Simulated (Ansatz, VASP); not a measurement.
**One calculation of Hf, two programs**

```xyz
2
Lattice="3.1967 0.0160 0.0160 -1.5845 2.7604 0.0059 0.0253 0.0253 5.0578" Properties=species:S:1:pos:R:3 pbc="T T T"
Hf    0.0156    1.8519    1.2737
Hf    1.6219    0.9498    3.8060
```

Change from the starting cell: equal xy, yz and zx shear strains of +1 %.

Alike in both runs: task single point; functional PBE; k mesh 13 × 13 × 7; occupations fermi-dirac, width 0.05 eV; no spin polarisation.

|  | VASP | Ansatz |
| --- | --- | --- |
| version | VASP 6.6.1 | Ansatz 0.2.0 |
| potentials or method | VASP PAW PBE potentials, release 64 (Hf_pv), cutoff 520 eV | all-electron LAPW, scalar-relativistic |

```tsv
	VASP	Ansatz	Ansatz less VASP
pressure (GPa)	0.4	0.8	+0.46
traceless stress, the component that is largest in VASP (GPa)	-0.69	-0.69	-0.003
rms of the force components (eV/Å)	0.015	0.016	+0.0002
```

Atom by atom the forces differ by 0.000 eV/Å (rms over components). Ansatz ran all-electron here, and VASP with PAW potentials.

Spin-orbit coupling is off throughout.
